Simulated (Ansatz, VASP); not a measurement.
# B in VASP and in Ansatz

```xyz
1
Lattice="1.6515 0.0000 0.0000 0.0000 1.6515 0.0000 0.0000 0.0000 1.6515" Properties=species:S:1:pos:R:3 pbc="T T T"
B     0.0000    0.0000    0.0000
```

Change from the starting cell: volume scaled by 0.68, crystal datasets.

Alike in both runs: task single point; functional PBEsol; k mesh 20 × 20 × 20; occupations fermi-dirac, width 0.05 eV; no spin polarisation.

|  | VASP | Ansatz |
| --- | --- | --- |
| version | VASP 6.6.1 | Ansatz 0.2.0 |
| potentials or method | VASP PAW PBE potentials, release 64 (B), cutoff 500 eV | all-electron PAW with datasets made for the crystal, scalar-relativistic |

```csv
,VASP,Ansatz,Ansatz less VASP
pressure (GPa),184.1,182.7,-1.41
```

VASP's potentials were made for PBE, not for PBEsol. Both programs put the cell under a high pressure, so it lies far from rest at this level. Ansatz ran all-electron here, and VASP with PAW potentials.

Noted on VASP's run: the cell as given lies far from equilibrium.
